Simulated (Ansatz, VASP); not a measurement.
Sn in VASP and in Ansatz

INCAR

```
ALGO = Normal ; EDIFF = 1E-6
ENCUT = 500 ; GGA_COMPAT = F
ISIF = 2 ; ISMEAR = -1
LASPH = T ; LCHARG = F
LREAL = F ; LWAVE = F
NBANDS = 21 ; NELM = 120
PREC = Accurate ; SIGMA = 0.0816
```

Contents of KPOINTS:

```
k-points
0
Gamma
  7 7 7
```

The input POSCAR:

```
Sn
1.0
    0.0000000000      3.3288862920      3.3288862920
    3.3288862920      0.0000000000      3.3288862920
    3.3288862920      3.3288862920      0.0000000000
Sn
2
Direct
    0.8750000000      0.8750000000      0.8750000000
    0.1250000000      0.1250000000      0.1250000000
```

Input for Ansatz:

```yaml
crystal:
  lattice:
    - [0.0, 3.328886292, 3.328886292]
    - [3.328886292, 0.0, 3.328886292]
    - [3.328886292, 3.328886292, 0.0]
  atoms:
    - { symbol: Sn, position: [0.875, 0.875, 0.875] }
    - { symbol: Sn, position: [0.125, 0.125, 0.125] }
kpoints:
  mp_grid: { grid: [7, 7, 7] }
scf:
  occupations: { method: fermi_dirac, width: 0.0816 }
hamiltonian:
  xc: lda
  pseudopotentials: { kind: paw }
output:
  forces: true
  stress: true
  eigenvalues: true
  core_levels:
    shells: { Sn: ["2p"] }
    counted_from: fermi_level
    add_spin: false
  write_density: true
  write_potential: true
  elf: true
  volumetric_format: npy
```

Alike in both runs: task single point; functional LDA; k mesh 7 × 7 × 7; occupations fermi-dirac, width 0.0816 eV; no spin polarisation.

```csv
,VASP,Ansatz
version,VASP 6.6.1,Ansatz 0.2.0
potentials or method,"VASP PAW LDA potentials, release 64 (Sn_d)","PAW with Ansatz's default frozen-core files, scalar-relativistic"
plane-wave cutoff (eV),500,420
valence electrons in the cell,28,28
```

```csv
,VASP,Ansatz,Ansatz less VASP
pressure (GPa),-3.0,-3.0,+0.02
```

LDA's correlation is that of Perdew and Zunger in VASP and of Perdew and Wang (1992) in Ansatz.
